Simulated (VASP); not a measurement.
# Mg8HO8 (a cell with a defect) in VASP: single point with PBE+D3(BJ)

Aim: the single point of Mg8HO8 (a cell with a defect) with PBE+D3(BJ).

Program: VASP 6.6.1. These are calculated values, not measurements. Logs are shortened: lines on timing, memory, paths and dates and some standing lists are left out, and cuts for length are marked.

### 1 The cell of the first run

The cell holds a defect, 17 atoms: a = 5.446 Å, b = 5.446 Å, c = 5.446 Å, α = 60.00°, β = 60.00°, γ = 60.00°.

### 2 Single point, PBE+D3(BJ), collinear spin

Input file INCAR:

```
SYSTEM = Mg8HO8
  PREC = Accurate
  ENCUT = 520
  EDIFF = 1E-6
  ISMEAR = 0
  SIGMA = 0.05
  LREAL = .FALSE.
  LASPH = .TRUE.
  NELM = 200
  ALGO = Normal
  ISIF = 2
  LWAVE = .FALSE.
  LCHARG = .FALSE.
  ISPIN = 2
  MAGMOM = 0 0 0 0 0 0 0 0 0.09 0.09 0 0.09 0 0.09 0 0 0.4
  LORBIT = 11
  GGA = PE
  IVDW = 12
  NBANDS = 50
  GGA_COMPAT = .FALSE.
```

Input file KPOINTS:

```
Automatic mesh
0
G
  3 3 3
  0 0 0
```

Input file POSCAR:

```
Mg8HO8
1.0
    0.0000000000      3.8510000000      3.8510000000
    3.8510000000      0.0000000000      3.8510000000
    3.8510000000      3.8510000000      0.0000000000
Mg O H
8 8 1
Direct
   -0.0002305895     -0.0215658271      0.0213469229
   -0.0032783693      0.0052583744      0.5043604259
    0.0028094002      0.4954222280     -0.0054759803
   -0.0002317580      0.5222574656      0.4775254479
    0.4997649961     -0.0071410023      0.0069241755
    0.4929731239      0.0052582446      0.5043602960
    0.5065589457      0.4954210595     -0.0054768891
    0.4997662945      0.5078247209      0.4919561153
    0.2472687614      0.2533045962      0.2514710465
    0.2801706050      0.2503417294      0.7494409244
    0.2539854583      0.7503427681      0.2494385874
    0.2472699299      0.7523680862      0.7524052194
    0.7522625292      0.2473757466      0.2474123604
    0.7193544534      0.2503414697      0.7494404051
    0.7455493378      0.7503434173      0.2494389769
    0.7522621397      0.7483109582      0.7464781875
   -0.0002414957      0.2503425084      0.7494313165
```

Potentials or basis: VASP PAW PBE potentials, release 64 (Mg, O, H).

On the command line:

```bash
$ cat potpaw_PBE.64/Mg/POTCAR potpaw_PBE.64/O/POTCAR potpaw_PBE.64/H/POTCAR > POTCAR
$ mpirun -np 1 vasp_std > vasp.out
```

OUTCAR:

```text
SYSTEM = Mg8HO8
   PREC = Accurate
   ENCUT = 520
   EDIFF = 1E-6
   ISMEAR = 0
   LREAL = .FALSE.
   LASPH = .TRUE.
   NELM = 200
   ISIF = 2
   ISPIN = 2
   LORBIT = 11
   GGA = PE
   IVDW = 12
 IVDW          = 12

 ion  position               nearest neighbor table
   1  1.000  0.978  0.021-  17 1.48  11 1.86  15 1.86  13 1.91  12 1.91  10 2.13  14 2.13   4 2.48
                             7 2.70   2 2.70   3 2.70   6 2.70   5 2.72   5 2.72   6 2.75   3 2.75
   2  0.997  0.005  0.504-  14 1.90  12 1.92   9 1.92  16 1.93  13 1.93  11 1.96   4 2.70   1 2.70
                             6 2.70   5 2.72   8 2.72   3 2.72   3 2.72   8 2.72   5 2.72   6 2.74
   3  0.003  0.495  0.995-  10 1.90  16 1.92  13 1.92  12 1.93   9 1.93  15 1.96   4 2.70   1 2.70
                             7 2.70   5 2.72   8 2.72   2 2.72   2 2.72   8 2.72   5 2.72   7 2.74
   4  1.000  0.522  0.478-  17 1.48  11 1.86  15 1.86  16 1.91   9 1.91  10 2.13  14 2.13   1 2.48
                             2 2.70   7 2.70   6 2.70   3 2.70   8 2.72   8 2.72   3 2.75   6 2.75
   5  0.500  0.993  0.007-  14 1.84  10 1.84  11 1.88  15 1.88   9 1.95  16 1.95   8 2.64   7 2.72
                             3 2.72   6 2.72   2 2.72   1 2.72   1 2.72   6 2.72   2 2.72   3 2.72
   6  0.493  0.005  0.504-  10 1.90  12 1.92   9 1.92  16 1.93  13 1.93  15 1.96   4 2.70   1 2.70
                             2 2.70   5 2.72   8 2.72   7 2.72   7 2.72   8 2.72   5 2.72   2 2.74
   7  0.507  0.495  0.995-  14 1.90  13 1.92  16 1.92   9 1.93  12 1.93  11 1.96   4 2.70   1 2.70
                             3 2.70   5 2.72   8 2.72   6 2.72   6 2.72   8 2.72   5 2.72   3 2.74
   8  0.500  0.508  0.492-  14 1.84  10 1.84  11 1.88  15 1.88  12 1.95  13 1.95   5 2.64   2 2.72
                             6 2.72   7 2.72   3 2.72   4 2.72   4 2.72   3 2.72   7 2.72   6 2.72
   9  0.247  0.253  0.251-   4 1.91   2 1.92   6 1.92   3 1.93   7 1.93   5 1.95
  10  0.280  0.250  0.749-   5 1.84   8 1.84   3 1.90   6 1.90   1 2.13   4 2.13
  11  0.254  0.750  0.249-   4 1.86   1 1.86   5 1.88   8 1.88   7 1.96   2 1.96
  12  0.247  0.752  0.752-   1 1.91   2 1.92   6 1.92   3 1.93   7 1.93   8 1.95
  13  0.752  0.247  0.247-   1 1.91   7 1.92   3 1.92   6 1.93   2 1.93   8 1.95
  14  0.719  0.250  0.749-   5 1.84   8 1.84   7 1.90   2 1.90   1 2.13   4 2.13
  15  0.746  0.750  0.249-   4 1.86   1 1.86   5 1.88   8 1.88   6 1.96   3 1.96
  16  0.752  0.748  0.746-   4 1.91   3 1.92   7 1.92   6 1.93   2 1.93   5 1.95
  17  1.000  0.250  0.749-   4 1.48   1 1.48

  LATTYP: Found a face centered cubic cell.
 ALAT       =     7.7020000000

  Lattice vectors:

 A1 = (   0.0000000000,   3.8510000000,   3.8510000000)
 A2 = (   3.8510000000,   0.0000000000,   3.8510000000)
 A3 = (   3.8510000000,   3.8510000000,   0.0000000000)

Analysis of symmetry for initial positions (statically):
=====================================================================
 Subroutine PRICEL returns:
 Original cell was already a primitive cell.

 Routine SETGRP: Setting up the symmetry group for a
 face centered cubic supercell.

 Subroutine GETGRP returns: Found  2 space group operations
 (whereof  1 operations were pure point group operations)
 out of a pool of 48 trial point group operations.

The static configuration has the point symmetry C_1 .
 The point group associated with its full space group is C_1h.

Analysis of symmetry for dynamics (positions and initial velocities):
=====================================================================
 Subroutine PRICEL returns:
 Original cell was already a primitive cell.

 Routine SETGRP: Setting up the symmetry group for a
 face centered cubic supercell.

 Subroutine GETGRP returns: Found  2 space group operations
 (whereof  1 operations were pure point group operations)
 out of a pool of 48 trial point group operations.

The dynamic configuration has the point symmetry C_1 .
 The point group associated with its full space group is C_1h.

Analysis of structural, dynamic, and magnetic symmetry:
=====================================================================
 Subroutine PRICEL returns:
 Original cell was already a primitive cell.

 Routine SETGRP: Setting up the symmetry group for a
 face centered cubic supercell.

 Subroutine GETGRP returns: Found  1 space group operations
 (whereof  1 operations were pure point group operations)
 out of a pool of 48 trial point group operations.

The overall configuration has the point symmetry C_1 .

 Subroutine INISYM returns: Found  1 space group operations
 (whereof  1 operations are pure point group operations),
 and found     1 'primitive' translations

----------------------------------------------------------------------------------------

[... 108 lines left out ...]
   LASPH  =      T    aspherical Exc in radial PAW
   ENCUT  =  520.0 eV  38.22 Ry    6.18 a.u.  10.13 10.13 10.13*2*pi/ulx,y,z
   NELM   =    200;   NELMIN=  2; NELMDL= -5     # of ELM steps
   EDIFF  = 0.1E-05   stopping-criterion for ELM
   LREAL  =      F    real-space projection
   EDIFFG = 0.1E-04   stopping-criterion for IOM
   NSW    =      0    number of steps for IOM
   IBRION =     -1    ionic relax: 0-MD 1-quasi-New 2-CG
   NFREE  =      0    steps in history (QN), initial steepest desc. (CG)
   ISIF   =      2    stress and relaxation
   ISYM   =      2    0-nonsym 1-usesym 2-fastsym
   POTIM  = 0.5000    time-step for ionic-motion
   TEBEG  =    0.0;   TEEND  =   0.0 temperature during run
   PSTRESS=    0.0 pullay stress
   NELECT =      65.0000    total number of electrons
   NUPDOWN=      -1.0000    fix difference up-down
   EMIN   =  10.00;   EMAX   =-10.00  energy-range for DOS
   EFERMI =   0.00;   METHOD = LEGACY
   ISMEAR =     0;   SIGMA  =   0.05  broadening in eV -4-tet -1-fermi 0-gaus
   EFERMI_NEDOS =   21; number of points for ismear=-14 and -15
   IALGO  =     38    algorithm
   IMIX   =      4    mixing-type and parameters
     AMIX     =   0.40;   BMIX     =  1.00
     AMIX_MAG =   1.60;   BMIX_MAG =  1.00
  volume/ion in A,a.u.               =       6.72        45.34
  Fermi-wavevector in a.u.,A,eV,Ry     =   1.356633  2.563665 25.040891  1.840454
  Thomas-Fermi vector in A             =   2.483620
   LORBIT       =     11    0 simple, 1 ext, 2 COOP (PROOUT), +10 PAW based schemes
   GGA     = PE    functional components
   LHFCALC =     F    Hartree Fock is set to
   AEXX    =    0.0000 exact exchange contribution
   IVDW    =    12    specifies the selected vdW correction
   LEPSILON=     F    determine dielectric tensor
   LRPA    =     F    only Hartree local field effects (RPA)
 spin polarized calculation
 Gauss-broadening in eV      SIGMA  =   0.05
  energy-cutoff  :      520.00
  volume of cell :      114.22
 maximum number of plane-waves:      3119
 NGX is ok and might be reduce to    42
   NGX = 21   NGY = 21   NGZ = 21

 number of electron      64.9999992 magnetization       0.9258828

 Free energy of the ion-electron system (eV)
  ---------------------------------------------------
  ext. energy  EPLUGINS =         0.00000000
  ---------------------------------------------------
  free energy    TOTEN  =       -83.52672534 eV

  energy without entropy =      -83.52498404  energy(sigma->0) =      -83.52585469

 E-fermi :  10.7849     XC(G=0): -12.5141

 val. band max:       10.7734390450   @ k =   0.3333  -0.3333  -0.3333
 cond. band min:      10.9216713996   @ k =   0.0000   0.0000   0.3333
 fundamental gap:      0.1482323546
 Fermi energy:        10.7849172259

 spin component 1

 k-point     1 :       0.0000    0.0000    0.0000
  band No.  band energies     occupation
      1     -13.4308      1.00000
      2     -11.4975      1.00000
      3     -11.4628      1.00000
      4     -11.1325      1.00000
      5     -11.1284      1.00000
      6     -10.9449      1.00000
[... 647 lines left out ...]
     43      18.4149      0.00000
     44      18.9652      0.00000
 Fermi energy:        10.7849172259

 spin component 2

 k-point     1 :       0.0000    0.0000    0.0000
  band No.  band energies     occupation
      1     -13.3453      1.00000
      2     -11.4509      1.00000
      3     -11.3600      1.00000
      4     -11.1220      1.00000
      5     -11.1198      1.00000
      6     -10.7861      1.00000
[... 647 lines left out ...]
     43      18.4323      0.00000
     44      18.9828      0.00000
 [bands above 44 left out]

------------------------ aborting loop because EDIFF is reached ----------------------------------------

 Edisp (eV)   -6.42972

 E8    (eV) :    -2.5029

  FORCE on cell =-STRESS in cart. coord.  units (eV):
  Direction    XX          YY          ZZ          XY          YZ          ZX
  --------------------------------------------------------------------------------------
  -------------------------------------------------------------------------------------
  Total      53.25102    68.36096    68.36089     0.00004     0.81912     0.00007
  in kB     746.94386   958.88865   958.88765     0.00056    11.48972     0.00096
  external pressure =      888.24 kB  Pullay stress =        0.00 kB

 VOLUME and BASIS-vectors are now :
 -----------------------------------------------------------------------------
  energy-cutoff  :      520.00
  volume of cell :      114.22
      direct lattice vectors                 reciprocal lattice vectors
     0.000000000  3.851000000  3.851000000    -0.129836406  0.129836406  0.129836406
     3.851000000  0.000000000  3.851000000     0.129836406 -0.129836406  0.129836406
     3.851000000  3.851000000  0.000000000     0.129836406  0.129836406 -0.129836406

 POSITION                                       TOTAL-FORCE (eV/Angst)
 -----------------------------------------------------------------------------------
      3.85016      3.93232      7.61806         0.000048     -0.040780      0.040709
      1.96254      5.78067      3.85862         0.043534     -0.020407     -0.020314
      5.73778      3.84073      1.91869        -0.043489      0.020367      0.020450
      3.85016      5.68906      5.86132         0.000009      0.041002     -0.041045
      3.85016      1.95126      5.74810        -0.000053     -0.031463      0.031442
      1.96254      3.84073      1.91869         0.043508      0.020337      0.020428
[... 9 lines left out ...]
      5.75643      5.77165      5.77871        -0.029388      0.026691     -0.026745
      3.85013      6.73613      4.81414        -0.000230      0.000087     -0.000049
 -----------------------------------------------------------------------------------
    total drift:                               -0.000097     -0.000106      0.000126

  FREE ENERGIE OF THE ION-ELECTRON SYSTEM (eV)
  ---------------------------------------------------
  free  energy   TOTEN  =       -89.9564413297 eV

  energy  without entropy=      -89.9547000306  energy(sigma->0) =      -89.95557068

 total charge

# of ion       s       p       d       tot
------------------------------------------
    1        0.216   0.317   0.174   0.707
    2        0.197   0.290   0.154   0.641
    3        0.197   0.290   0.154   0.641
    4        0.216   0.317   0.174   0.707
    5        0.209   0.317   0.176   0.703
    6        0.197   0.290   0.154   0.641
[... 9 lines left out ...]
   16        1.555   3.736   0.000   5.291
   17        0.646   0.034   0.000   0.680
--------------------------------------------------
tot         14.777  32.337   1.318  48.432

 magnetization (x)

# of ion       s       p       d       tot
------------------------------------------
    1        0.008   0.014   0.014   0.037
    2       -0.000  -0.001  -0.000  -0.001
    3       -0.000  -0.001  -0.000  -0.001
    4        0.008   0.014   0.014   0.037
    5        0.001   0.003   0.003   0.008
    6       -0.000  -0.001  -0.000  -0.001
[... 9 lines left out ...]
   16        0.000   0.005   0.000   0.005
   17        0.263   0.002   0.000   0.264
--------------------------------------------------
tot          0.325   0.395   0.035   0.755
```

Run time: 4.5 min. Hardware: 1 thread of Intel Xeon Platinum 8259CL at 2.50GHz (Skylake/Cascade Lake), shared host; peak memory 0.41 GiB.

Results:

```
Free energy                                           : -89.9564 eV
Pressure                                              : 88.8 GPa
Largest force                                         : 0.215 eV/Å
Net moment                                            : 0.93 μB per cell
Site moments                                          : Mg +0.04, -0.00, +0.01; O +0.01, +0.19, -0.00; H +0.26 μB
Valence electrons inside the program's atomic spheres : Mg 0.71, 0.64, 0.70; O 5.29, 5.28, 5.32; H 0.68
Dispersion energy per atom                            : -0.378 eV
```

Forces in eV/Å, atoms in the order of the input:
```
Mg   0.000 -0.041  0.041
Mg   0.044 -0.020 -0.020
Mg  -0.043  0.020  0.020
Mg   0.000  0.041 -0.041
Mg   0.000 -0.031  0.031
Mg   0.044  0.020  0.020
Mg  -0.043 -0.020 -0.020
Mg   0.000  0.031 -0.032
O    0.029  0.027 -0.027
O    0.000 -0.152 -0.152
O    0.000  0.022  0.022
O    0.029 -0.027  0.027
O   -0.029 -0.027  0.027
O    0.000  0.152  0.152
O    0.000 -0.022 -0.022
O   -0.029  0.027 -0.027
H    0.000  0.000  0.000
```

Caveat: the k points lie up to 0.47 Å⁻¹ apart.
